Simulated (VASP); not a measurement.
# InPd in VASP: a series of runs

Runs on InPd. Level: PBE. Tasks: single point.

Everything below comes from runs of VASP 6.6.1. Logs are shortened: lines on timing, memory, paths and dates and some standing lists are left out, and cuts for length are marked.

**1. The cell of the first run**

It takes space group R-3m (No. 166, trigonal). Conventional cell: a = 4.667 Å, b = 4.667 Å, c = 5.750 Å, α = 90.00°, β = 90.00°, γ = 120.00°. In (site symmetry -3m) has 8 Pd at 2.86 to 2.88 Å and 6 In at 3.31 Å within 3.8 Å. Within 3.8 Å of Pd (site symmetry -3m) lie 8 In at 2.86 to 2.88 Å and 6 Pd at 3.31 Å.

**2. Single point, PBE**

Contents of INCAR:

```
SYSTEM = InPd
  PREC = Accurate
  ENCUT = 520
  EDIFF = 1E-7
  ISMEAR = 0
  SIGMA = 0.1
  LREAL = .FALSE.
  LASPH = .TRUE.
  NELM = 100
  ALGO = Normal
  ISIF = 2
  LWAVE = .FALSE.
  LCHARG = .FALSE.
  GGA = PE
  NBANDS = 44
```

Contents of KPOINTS:

```
Automatic mesh
0
G
  9 9 6
  0 0 0
```

Contents of POSCAR:

```
InPd
1.0
    0.0000000000     -3.3003462432      3.3003462432
   -3.3003462432      3.3003462432      0.0000000000
   -3.3198173221     -3.3198173221     -3.3198173221
In Pd
3 3
Direct
    0.6666666667      0.3333333333      0.6666666667
    0.3333333333      0.6666666667      0.3333333333
    0.0000000000      0.0000000000      0.0000000000
    0.6666666667      0.3333333333      0.1666666667
    0.3333333333      0.6666666667      0.8333333333
    0.0000000000      0.0000000000      0.5000000000
```

Potentials or basis: VASP PAW PBE potentials, release 64 (In_d, Pd).

Run with:

```sh
$ cat potpaw_PBE.64/In_d/POTCAR potpaw_PBE.64/Pd/POTCAR > POTCAR
$ mpirun -np 1 vasp_std > vasp.out
```

OUTCAR:

```text
SYSTEM = InPd
   PREC = Accurate
   ENCUT = 520
   EDIFF = 1E-7
   ISMEAR = 0
   LREAL = .FALSE.
   LASPH = .TRUE.
   NELM = 100
   ISIF = 2
   GGA = PE

 ion  position               nearest neighbor table
   1  0.667  0.333  0.667-   5 2.86   5 2.86   6 2.86   6 2.86   6 2.86   5 2.86   4 2.88   4 2.88
                             3 3.31   3 3.31   3 3.31   2 3.31   2 3.31   2 3.31
   2  0.333  0.667  0.333-   4 2.86   4 2.86   6 2.86   6 2.86   6 2.86   4 2.86   5 2.88   5 2.88
                             3 3.31   3 3.31   3 3.31   1 3.31   1 3.31   1 3.31
   3  0.000  0.000  0.000-   4 2.86   5 2.86   4 2.86   5 2.86   4 2.86   5 2.86   6 2.88   6 2.88
                             1 3.31   2 3.31   1 3.31   2 3.31   2 3.31   1 3.31
   4  0.667  0.333  0.167-   2 2.86   2 2.86   3 2.86   3 2.86   3 2.86   2 2.86   1 2.88   1 2.88
                             6 3.31   6 3.31   6 3.31   5 3.31   5 3.31   5 3.31
   5  0.333  0.667  0.833-   1 2.86   1 2.86   3 2.86   3 2.86   3 2.86   1 2.86   2 2.88   2 2.88
                             6 3.31   6 3.31   6 3.31   4 3.31   4 3.31   4 3.31
   6  0.000  0.000  0.500-   1 2.86   2 2.86   1 2.86   2 2.86   1 2.86   2 2.86   3 2.88   3 2.88
                             5 3.31   4 3.31   4 3.31   4 3.31   5 3.31   5 3.31

  LATTYP: Found a hexagonal cell.
 ALAT       =     4.6673944177
 C/A-ratio  =     1.2319705084

  Lattice vectors:

 A1 = (   0.0000000000,  -3.3003462432,   3.3003462432)
 A2 = (  -3.3003462432,   3.3003462432,   0.0000000000)
 A3 = (  -3.3198173221,  -3.3198173221,  -3.3198173221)

Analysis of symmetry for initial positions (statically):
=====================================================================
 Subroutine PRICEL returns following result:

  LATTYP: Found a trigonal (rhomboedric) cell.
 ALAT       =     3.3068493412
 COS(alpha) =     0.0039292409

  Lattice vectors:

 A1 = (  -0.0064903596,  -3.3068366025,  -0.0064903596)
 A2 = (  -3.3068366028,  -0.0064903593,  -0.0064903596)
 A3 = (  -0.0064903596,  -0.0064903603,  -3.3068366028)

   3 primitive cells build up your supercell.

 Routine SETGRP: Setting up the symmetry group for a
 hexagonal supercell.

 Subroutine GETGRP returns: Found 12 space group operations
 (whereof 12 operations were pure point group operations)
 out of a pool of 24 trial point group operations.

The static configuration has the point symmetry D_3d.

Analysis of symmetry for dynamics (positions and initial velocities):
=====================================================================
[... 120 lines left out ...]
   NELM   =    100;   NELMIN=  2; NELMDL= -5     # of ELM steps
   EDIFF  = 0.1E-06   stopping-criterion for ELM
   LREAL  =      F    real-space projection
   EDIFFG = 0.1E-05   stopping-criterion for IOM
   NSW    =      0    number of steps for IOM
   IBRION =     -1    ionic relax: 0-MD 1-quasi-New 2-CG
   NFREE  =      0    steps in history (QN), initial steepest desc. (CG)
   ISIF   =      2    stress and relaxation
   ISYM   =      2    0-nonsym 1-usesym 2-fastsym
   POTIM  = 0.5000    time-step for ionic-motion
   TEBEG  =    0.0;   TEEND  =   0.0 temperature during run
   PSTRESS=    0.0 pullay stress
   NELECT =      69.0000    total number of electrons
   NUPDOWN=      -1.0000    fix difference up-down
   EMIN   =  10.00;   EMAX   =-10.00  energy-range for DOS
   EFERMI =   0.00;   METHOD = LEGACY
   ISMEAR =     0;   SIGMA  =   0.10  broadening in eV -4-tet -1-fermi 0-gaus
   EFERMI_NEDOS =   21; number of points for ismear=-14 and -15
   IALGO  =     38    algorithm
   IMIX   =      4    mixing-type and parameters
     AMIX     =   0.40;   BMIX     =  1.00
     AMIX_MAG =   1.60;   BMIX_MAG =  1.00
  volume/ion in A,a.u.               =      18.08       122.01
  Fermi-wavevector in a.u.,A,eV,Ry     =   1.407904  2.660553 26.969382  1.982194
  Thomas-Fermi vector in A             =   2.530116
   LORBIT       =      0    0 simple, 1 ext, 2 COOP (PROOUT), +10 PAW based schemes
   GGA     = PE    functional components
   LHFCALC =     F    Hartree Fock is set to
   AEXX    =    0.0000 exact exchange contribution
   IVDW    =     0    specifies the selected vdW correction
   LEPSILON=     F    determine dielectric tensor
   LRPA    =     F    only Hartree local field effects (RPA)
 non-spin polarized calculation
 Gauss-broadening in eV      SIGMA  =   0.10
  energy-cutoff  :      520.00
  volume of cell :      108.48
 maximum number of plane-waves:      2939
 NGX is ok and might be reduce to    36
   NGX = 17   NGY = 17   NGZ = 21

 number of electron      69.0000023 magnetization

 Free energy of the ion-electron system (eV)
  ---------------------------------------------------
  ext. energy  EPLUGINS =         0.00000000
  ---------------------------------------------------
  free energy    TOTEN  =       -26.23555216 eV

  energy without entropy =      -26.22327160  energy(sigma->0) =      -26.22941188

 E-fermi :  10.0244     XC(G=0): -12.0509

 val. band max:       10.0243043597   @ k =   0.1111   0.1111   0.1667
 cond. band min:      10.0935342799   @ k =   0.2222   0.2222   0.1667
 fundamental gap:      0.0692299202
 Fermi energy:        10.0244486187

 k-point     1 :       0.0000    0.0000    0.0000
  band No.  band energies     occupation
      1      -4.8748      2.00000
      2      -4.8748      2.00000
      3      -4.7160      2.00000
      4      -4.7160      2.00000
      5      -4.6879      2.00000
      6      -4.6879      2.00000
[... 1117 lines left out ...]
     43      15.9129      0.00000
     44      17.7440      0.00000

 [... further k-points ...]
[... 5 lines left out ...]
  --------------------------------------------------------------------------------------
  -------------------------------------------------------------------------------------
  Total       -0.0464241     -0.0464241     -0.0464241      0.0074316      0.0074316      0.0074316
  in kB       -0.6856456     -0.6856456     -0.6856456      0.1097584      0.1097584      0.1097584
  external PRESSURE =      -0.6856456 kB  Pullay stress =       0.0000000 kB

 VOLUME and BASIS-vectors are now :
 -----------------------------------------------------------------------------
  energy-cutoff  :      520.00
  volume of cell :      108.48
      direct lattice vectors                 reciprocal lattice vectors
     0.000000000 -3.300346243  3.300346243    -0.100999504 -0.100999504  0.201999008
    -3.300346243  3.300346243  0.000000000    -0.201999008  0.100999504  0.100999504
    -3.319817322 -3.319817322 -3.319817322    -0.100407131 -0.100407131 -0.100407131

 POSITION                                       TOTAL-FORCE (eV/Angst)
 -----------------------------------------------------------------------------------
     -3.31333     -3.31333     -0.01298        -0.000000      0.000000      0.000000
     -3.30684     -0.00649     -0.00649        -0.000000      0.000000     -0.000000
      0.00000      0.00000      0.00000         0.000000     -0.000000      0.000000
     -1.65342     -1.65342      1.64693        -0.000000     -0.000000     -0.000000
     -4.96675     -1.66640     -1.66640         0.000000      0.000000      0.000000
     -1.65991     -1.65991     -1.65991         0.000000      0.000000     -0.000000
 -----------------------------------------------------------------------------------
    total drift:                               -0.000000     -0.000000     -0.000000

  FREE ENERGIE OF THE ION-ELECTRON SYSTEM (eV)
  ---------------------------------------------------
  free  energy   TOTEN  =       -26.2355521589 eV

  energy  without entropy=      -26.2232715950  energy(sigma->0) =      -26.22941188
```

OSZICAR:

```text
N       E                     dE             d eps       ncg     rms          rms(c)
DAV:   1     0.750329018641E+03    0.75033E+03   -0.31563E+04  5488   0.211E+03
DAV:   2     0.727050548311E+02   -0.67762E+03   -0.64815E+03  5596   0.548E+02
DAV:   3    -0.219329780886E+02   -0.94638E+02   -0.90519E+02  5704   0.198E+02
DAV:   4    -0.266209424989E+02   -0.46880E+01   -0.46178E+01  6592   0.454E+01
DAV:   5    -0.268274754641E+02   -0.20653E+00   -0.20639E+00  8116   0.844E+00    0.104E+01
DAV:   6    -0.263507358822E+02    0.47674E+00   -0.10912E+00  7052   0.100E+01    0.491E+00
DAV:   7    -0.262544969175E+02    0.96239E-01   -0.22356E-01  7544   0.551E+00    0.198E+00
DAV:   8    -0.262373724681E+02    0.17124E-01   -0.63466E-02  6044   0.166E+00    0.635E-01
DAV:   9    -0.262355458518E+02    0.18266E-02   -0.73366E-03  7332   0.898E-01    0.994E-02
DAV:  10    -0.262355496104E+02   -0.37586E-05   -0.30906E-04  7760   0.190E-01    0.423E-02
DAV:  11    -0.262355511963E+02   -0.15859E-05   -0.19446E-05  6940   0.299E-02    0.111E-02
DAV:  12    -0.262355524642E+02   -0.12679E-05   -0.15279E-06  6108   0.786E-03    0.262E-03
DAV:  13    -0.262355522151E+02    0.24911E-06   -0.11354E-07  3664   0.242E-03    0.296E-04
DAV:  14    -0.262355521589E+02    0.56184E-07   -0.19532E-08  3348   0.127E-03
   1 F= -.26235552E+02 E0= -.26229412E+02  d E =-.122806E-01
```

It took 1.8 min on 1 thread of Intel Xeon 6975P-C (Granite Rapids), shared host; peak memory 0.39 GiB.

What came out:

| Quantity | Value |
| --- | --- |
| Free energy | -26.2356 eV |
| Pressure | -0.1 GPa |

Caveat: spin-orbit coupling is left out, which moves the levels of the heavy elements.

**3. Single point, PBE (volume scaled by 0.88)**

Contents of INCAR:

```
ALGO = Fast
EDIFF = 1E-6
ENCUT = 520
GGA = PE
ISIF = 2
ISMEAR = 0
LASPH = True
LCHARG = False
LREAL = False
LWAVE = False
NBANDS = 18
NELM = 80
PREC = Accurate
SIGMA = 0.1
```

Contents of KPOINTS:

```
k-points
0
Gamma
  14 14 14
```

Contents of POSCAR:

```
InPd
1.0
    3.1673811253      0.0000000000      0.0000000000
    0.0000000000      3.1673811253      0.0000000000
    0.0000000000      0.0000000000      3.1673811253
In Pd
1 1
Direct
    0.0000000000      0.0000000000      0.0000000000
    0.5000000000      0.5000000000      0.5000000000
```

Potentials or basis: VASP PAW PBE potentials, release 64 (In_d, Pd).

Run with:

```sh
$ cat potpaw_PBE.64/In_d/POTCAR potpaw_PBE.64/Pd/POTCAR > POTCAR
$ mpirun -np 1 vasp_std > vasp.out
```

It took 58 s on 1 thread of Intel Xeon 8259CL, shared host; peak memory 0.19 GiB.

Results (log left out):

```yaml
Free_energy: -8.5047 eV
Pressure: 20.7 GPa
```

Levels at points of the mesh, in eV from the Fermi level:
| k point | band 10 | band 11 | band 12 | band 13 | band 14 | band 15 |
| --- | --- | --- | --- | --- | --- | --- |
| (0.00, 0.00, 0.00) | -2.63 | -2.63 | 4.27 | 4.27 | 4.27 | 10.66 |
| (0.50, 0.00, 0.00) | -3.80 | -2.74 | -1.31 | 10.12 | 10.34 | 10.34 |
| (0.50, 0.50, 0.00) | -2.82 | -2.82 | -1.98 | 1.85 | 2.71 | 10.08 |
| (0.50, 0.50, 0.50) | -1.93 | 0.23 | 3.82 | 3.82 | 3.82 | 4.69 |

Caveat: spin-orbit coupling is left out, which moves the levels of the heavy elements.
